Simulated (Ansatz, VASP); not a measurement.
CuI: VASP beside Ansatz

Contents of INCAR:

```
PREC = Accurate
ENCUT = 520
EDIFF = 1E-6
ISMEAR = -1
SIGMA = 0.02
LREAL = False
LASPH = True
NELM = 80
ALGO = Normal
ISIF = 2
LWAVE = False
LCHARG = True
GGA = PE
LELF = True
LVHAR = True
NBANDS = 26
```

Contents of KPOINTS:

```
Automatic mesh
0
Gamma
  6 6 4
```

The input POSCAR:

```
CuI
1.0
    3.9058820549      0.0000000000      0.0000000000
    0.0000000000      3.9058820549      0.0000000000
    0.0000000000      0.0000000000      6.6140225346
Cu I
2 2
Direct
    0.5000000000      0.5000000000      0.0000000000
    0.0000000000      0.0000000000      0.0000000000
    0.5000000000      0.0000000000      0.2676364622
    0.0000000000      0.5000000000      0.7323635378
```

Input for Ansatz:

```yaml
crystal:
  lattice:
    - [3.9058820549, 0.0, 0.0]
    - [0.0, 3.9058820549, 0.0]
    - [0.0, 0.0, 6.6140225346]
  atoms:
    - { symbol: Cu, position: [0.5, 0.5, 0.0] }
    - { symbol: Cu, position: [0.0, 0.0, 0.0] }
    - { symbol: I, position: [0.5, 0.0, 0.2676364622] }
    - { symbol: I, position: [0.0, 0.5, 0.7323635378] }
kpoints:
  mp_grid: { grid: [6, 6, 4] }
  band_path:
    path:
      - [0.0, 0.0, 0.0]
      - [0.0, 0.5, 0.0]
      - [0.5, 0.5, 0.0]
      - [0.0, 0.0, 0.5]
      - [0.0, 0.5, 0.5]
      - [0.5, 0.5, 0.5]
    npoints: 1
hamiltonian:
  xc: pbe
scf:
  occupations: { method: fermi_dirac, width: 0.02 }
  n_extra_bands: 5
output:
  forces: true
  stress: true
  eigenvalues: true
  write_density: true
  write_potential: true
  elf: true
  volumetric_format: npy
```

Change from the starting cell: epitaxial_xy strain -3.7%.

Alike in both runs: task single point; functional PBE; k mesh 6 × 6 × 4; occupations fermi-dirac, width 0.02 eV; no spin polarisation.

|  | VASP | Ansatz |
| --- | --- | --- |
| version | VASP 6.6.1 | Ansatz 0.2.0 |
| potentials or method | VASP PAW PBE potentials, release 64 (Cu, I) | plane waves, PAW |
| plane-wave cutoff (eV) | 520 | 420 |
| valence electrons in the cell | 36 | 72 |

VASP gave:

| Item | Value |
| --- | --- |
| gap on the k mesh at the Fermi level (eV) | 1.59 |
| pressure (GPa) | 3.8 |
| traceless stress, the component that is largest in VASP (GPa) | -1.22 |
| rms of the force components (eV/Å) | 0.072 |

Problem. What did Ansatz give for the same quantities?

Solution. gap on the k mesh at the Fermi level (eV): 1.58; pressure (GPa): 3.7; traceless stress, the component that is largest in VASP (GPa): -1.19; rms of the force components (eV/Å): 0.069.

Atom by atom the forces differ by 0.003 eV/Å (rms over components). With one functional, cell and mesh, what is left measures potentials, basis and numerics. VASP's potentials hold 36 valence electrons a cell and Ansatz's 72, so a difference there can come from the potentials and not from the codes.

Spin-orbit coupling is off throughout.
